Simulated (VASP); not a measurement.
Wanted: the native input for a VASP 6.6.1 run.

```yaml
Task: single point
Functional: PBE
Potentials_or_basis: VASP PAW PBE potentials, release 64 (In_d, B, As_d)
Cutoff: 560 eV
k_mesh: 3 × 3 × 3
Occupations: gaussian, width 0.1 eV
Spin: no spin polarisation
Dipole_correction: no
Further_INCAR_settings: ALGO = Normal; EDIFF = 1e-06; NBANDS = 39
```

The structure of In3B2As lies in POSCAR:

```
In3B2As
1.0
    3.2411722800      1.8712916900      3.7271181600
   -3.2411722800      1.8712916900      3.7271181600
    0.0000000000     -3.7425833800      3.7271181600
In B As
3 2 1
Direct
    0.5000000000      0.5000000000      0.0000000000
    0.0000000000      0.5000000000      0.5000000000
    0.5000000000      0.0000000000      0.5000000000
    0.3373006000      0.3373006000      0.3373006000
    0.6626994000      0.6626994000      0.6626994000
    0.5000000000      0.5000000000      0.5000000000
```

The cell was generated, and may not be a known phase.

These files were run (other wordings do the same):

INCAR

```
SYSTEM = In3B2As
  ALGO = Normal
  EDIFF = 1E-6
  ENCUT = 560
  GGA = PE
  GGA_COMPAT = .FALSE.
  ISIF = 2
  ISMEAR = 0
  LASPH = .TRUE.
  LCHARG = .FALSE.
  LREAL = .FALSE.
  LWAVE = .FALSE.
  NBANDS = 39
  NELM = 120
  PREC = Accurate
  SIGMA = 0.1
```

KPOINTS

```
k-points
0
G
  3 3 3
  0 0 0
```

Potentials or basis: VASP PAW PBE potentials, release 64 (In_d, B, As_d).

Run with:

```sh
$ cat potpaw_PBE.64/In_d/POTCAR potpaw_PBE.64/B/POTCAR potpaw_PBE.64/As_d/POTCAR > POTCAR
$ mpirun -np 1 vasp_std > vasp.out
```

It gave:

```json
{
 "Pressure": "44.9 GPa",
 "Largest force": "3.480 eV/Å",
 "Band gap on the k mesh": "0.05 eV (least direct gap 0.33 eV)"
}
```

Caveat: the stress differs along the axes, from 34 to 50 GPa; spin-orbit coupling is left out, which moves the levels of the heavy elements; forces of over 1 eV/Å act on the atoms, so gaps and moduli don't describe the material at rest.

It took 29 s on 1 thread of AMD EPYC 9R45 96-Core Processor (Zen 5) (shared host), peak memory 0.23 GiB.
